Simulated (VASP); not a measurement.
# C in VASP: notebook, part 2 of 2

VASP 6.6.1. Earlier steps stand in the parts before.

## Step 3: Single point, PBEsol+D3(BJ) (mode 8 frozen in at -0.015 Å and mode 12 at -0.045 Å (largest displacements))

Input file INCAR:

```
PREC = Accurate
ENCUT = 600
EDIFF = 1E-6
ISMEAR = 0
SIGMA = 0.15
LREAL = False
LASPH = True
NELM = 120
ALGO = Normal
ISIF = 2
LWAVE = False
LCHARG = True
GGA = PS
IVDW = 12
LELF = True
LVHAR = True
NBANDS = 16
GGA_COMPAT = False
```

Input file KPOINTS:

```
regular mesh
0
Gamma
  18 12 10
```

Input file POSCAR:

```
C
1.0
   -2.4576582504      0.0000000000      0.0000000000
    0.0000000000      0.0000000000     -3.5294825081
    0.0000000000     -4.2567889574      0.0000000000
C
4
Direct
    0.5000000000      0.0000000000      0.1807617982
    0.0000000000      0.0000000000      0.6737142324
    0.0000000000      0.0000000000      0.3192382018
    0.5000000000      0.0000000000      0.8262857676
```

Potentials or basis: VASP PAW PBE potentials, release 64 (C).

Launch:

```console
$ cat potpaw_PBE.64/C/POTCAR > POTCAR
$ mpirun -np 1 vasp_std > vasp.out
```

OUTCAR:

```text
PREC = Accurate
   ENCUT = 600
   EDIFF = 1E-6
   ISMEAR = 0
   LREAL = False
   LASPH = True
   NELM = 120
   ISIF = 2
   GGA = PS
   IVDW = 12
 IVDW          = 12

 ion  position               nearest neighbor table
   1  0.500  0.000  0.181-   3 1.36   3 1.36   4 1.51
   2  0.000  0.000  0.674-   4 1.39   4 1.39   3 1.51
   3  0.000  0.000  0.319-   1 1.36   1 1.36   2 1.51
   4  0.500  0.000  0.826-   2 1.39   2 1.39   1 1.51

  LATTYP: Found a simple orthorhombic cell.
 ALAT       =     2.4576582504
 B/A-ratio  =     1.4361160701
[... 659 lines left out ...]

  FORCE on cell =-STRESS in cart. coord.  units (eV):
  Direction    XX          YY          ZZ          XY          YZ          ZX
  --------------------------------------------------------------------------------------
  -------------------------------------------------------------------------------------
  Total       3.50952    -0.92659    -0.08548     0.00000     0.00000     0.00000
  in kB     152.28030   -40.20549    -3.70918     0.00000     0.00000     0.00000
  external pressure =       36.12 kB  Pullay stress =        0.00 kB

 VOLUME and BASIS-vectors are now :
 -----------------------------------------------------------------------------
  energy-cutoff  :      600.00
  volume of cell :       36.92
      direct lattice vectors                 reciprocal lattice vectors
    -2.457658250  0.000000000  0.000000000    -0.406891397  0.000000000  0.000000000
     0.000000000  0.000000000 -3.529482508     0.000000000  0.000000000 -0.283327654
     0.000000000 -4.256788957  0.000000000     0.000000000 -0.234918858  0.000000000

 POSITION                                       TOTAL-FORCE (eV/Angst)
 -----------------------------------------------------------------------------------
     -1.22883     -0.76946      0.00000         0.000000      5.608271      0.000000
      0.00000     -2.86786      0.00000         0.000000      3.200774      0.000000
      0.00000     -1.35893      0.00000         0.000000     -5.608271      0.000000
     -1.22883     -3.51732      0.00000         0.000000     -3.200774      0.000000
 -----------------------------------------------------------------------------------
    total drift:                               -0.000000      0.000000      0.000000

  FREE ENERGIE OF THE ION-ELECTRON SYSTEM (eV)
  ---------------------------------------------------
  free  energy   TOTEN  =       -38.5256538374 eV

  energy  without entropy=      -38.5245391655  energy(sigma->0) =      -38.52509650
```

OSZICAR:

```text
N       E                     dE             d eps       ncg     rms          rms(c)
DAV:   1     0.381327404750E+02    0.38133E+02   -0.85024E+03 13448   0.103E+03
DAV:   2    -0.376234719415E+02   -0.75756E+02   -0.69153E+02 18800   0.201E+02
DAV:   3    -0.406056775089E+02   -0.29822E+01   -0.29655E+01 17648   0.371E+01
DAV:   4    -0.406306186331E+02   -0.24941E-01   -0.24933E-01 17128   0.405E+00
DAV:   5    -0.406310096656E+02   -0.39103E-03   -0.39102E-03 17384   0.484E-01    0.922E+00
DAV:   6    -0.387100041576E+02    0.19210E+01   -0.13436E+00 16072   0.730E+00    0.532E+00
DAV:   7    -0.380992874666E+02    0.61072E+00   -0.15380E+00 16976   0.788E+00    0.142E+00
DAV:   8    -0.381062053110E+02   -0.69178E-02   -0.57369E-02 16216   0.142E+00    0.261E-01
DAV:   9    -0.381069513403E+02   -0.74603E-03   -0.11318E-03 16896   0.246E-01    0.779E-02
DAV:  10    -0.381072089736E+02   -0.25763E-03   -0.17459E-04 14944   0.816E-02    0.202E-02
DAV:  11    -0.381072451656E+02   -0.36192E-04   -0.26776E-05 15848   0.350E-02    0.481E-03
DAV:  12    -0.381072457931E+02   -0.62750E-06   -0.26741E-06 16952   0.105E-02
   1 F= -.38525654E+02 E0= -.38525097E+02  d E =-.111467E-02
```

Run time: 1.8 min. Hardware: 1 thread of Intel Xeon 6975P-C (Granite Rapids), shared host; peak memory 0.33 GiB.

What came out:

```yaml
Free_energy: -38.5257 eV
Pressure: 3.6 GPa
Largest_force: 5.608 eV/Å
Band_gap_on_the_k_mesh: zero (band 8 reaches 4.38 eV, above the bottom of band 9 at 4.08 eV)
Dispersion_energy_per_atom: -0.105 eV
```

Forces in eV/Å, atoms in the order of the input:
```
C    0.000  5.608  0.000
C    0.000  3.201  0.000
C    0.000 -5.608  0.000
C    0.000 -3.201  0.000
```

Levels at points of the mesh, in eV from the Fermi level:
```csv
k point,band 5,band 6,band 7,band 8,band 9,band 10,band 11,band 12
"(0.00, 0.00, 0.00)",-6.89,-4.23,-2.42,-1.51,3.57,3.70,6.55,7.19
"(0.50, 0.00, 0.00)",-8.29,-8.29,-1.86,-1.86,2.82,2.82,9.12,9.12
"(0.00, 0.50, 0.00)",-7.08,-4.21,-3.43,-1.48,1.95,6.62,7.45,9.20
"(0.50, 0.50, 0.00)",-8.21,-8.21,-3.14,-3.14,1.96,1.96,10.63,10.63
"(0.00, 0.00, 0.50)",-6.24,-5.50,-5.42,-5.14,5.50,5.54,7.43,7.73
"(0.50, 0.00, 0.50)",-5.98,-5.98,-1.48,-1.48,1.90,1.90,7.14,7.14
"(0.00, 0.50, 0.50)",-6.59,-6.48,-6.22,-5.47,7.10,7.52,7.52,7.84
"(0.50, 0.50, 0.50)",-5.94,-5.94,-2.60,-2.60,0.56,0.56,7.41,7.41
```

Caveat: the cell differs from its parent crystal (mode 8 frozen in at -0.015 Å and mode 12 at -0.045 Å (largest displacements)); the PAW data sets were made with another functional, which shifts forces and pressure a little.

## Step 4: Single point, PBEsol+D3(BJ) (mode 8 frozen in at -0.045 Å and mode 12 at +0.015 Å (largest displacements))

Input file INCAR:

```
SYSTEM = C
  PREC = Accurate
  ENCUT = 600
  EDIFF = 1E-6
  ISMEAR = 0
  SIGMA = 0.15
  LREAL = .False.
  LASPH = .True.
  NELM = 120
  ALGO = Normal
  ISIF = 2
  LWAVE = .False.
  LCHARG = .False.
  GGA = PS
  IVDW = 12
  NBANDS = 16
  GGA_COMPAT = .False.
```

Input file KPOINTS:

```
Automatic mesh
0
Gamma
  18 12 10
  0 0 0
```

Input file POSCAR:

```
C
1.0
   -2.4576582504      0.0000000000      0.0000000000
    0.0000000000      0.0000000000     -3.5294825081
    0.0000000000     -4.2567889574      0.0000000000
C
4
Direct
    0.5000000000      0.0000000000      0.1737142324
    0.0000000000      0.0000000000      0.6525715352
    0.0000000000      0.0000000000      0.3262857676
    0.5000000000      0.0000000000      0.8474284648
```

Launch:

```console
$ cat potpaw_PBE.64/C/POTCAR > POTCAR
$ mpirun -np 1 vasp_std > vasp.out
```

It took 1.9 min on 1 thread of Intel Xeon 6975P-C (Granite Rapids), shared host; peak memory 0.32 GiB.

It converged, with:

```yaml
Free_energy: -38.6100 eV
Pressure: 2.1 GPa
Largest_force: 5.104 eV/Å
Band_gap_on_the_k_mesh: zero (band 8 reaches 4.54 eV, above the bottom of band 9 at 3.97 eV)
Dispersion_energy_per_atom: -0.104 eV
```

Forces on the atoms (eV/Å):
```
C    0.000  1.888  0.000
C    0.000 -5.104  0.000
C    0.000 -1.888  0.000
C    0.000  5.104  0.000
```

Stress tensor (GPa, compression positive):
```
 2.21  0.00  0.00
 0.00  4.54  0.00
 0.00  0.00 -0.37
```

Levels at points of the mesh, in eV from the Fermi level:
```tsv
k point	band 6	band 7	band 8	band 9	band 10	band 11
(0.00, 0.00, 0.00)	-3.35	-2.24	-1.54	2.00	3.66	7.15
(0.50, 0.00, 0.00)	-9.23	-2.25	-2.25	3.51	3.51	9.10
(0.00, 0.50, 0.00)	-3.33	-2.67	-2.21	0.64	7.40	7.71
(0.50, 0.50, 0.00)	-9.15	-3.46	-3.46	2.59	2.59	10.04
(0.00, 0.00, 0.50)	-5.62	-4.75	-3.71	5.39	5.61	7.04
(0.50, 0.00, 0.50)	-6.46	-1.96	-1.96	2.60	2.60	7.05
(0.00, 0.50, 0.50)	-6.28	-5.86	-3.68	6.31	7.43	7.85
(0.50, 0.50, 0.50)	-6.42	-3.03	-3.03	1.14	1.14	7.33
```

Caveat: the cell differs from its parent crystal (mode 8 frozen in at -0.045 Å and mode 12 at +0.015 Å (largest displacements)); the PAW data sets were made with another functional, which shifts forces and pressure a little.
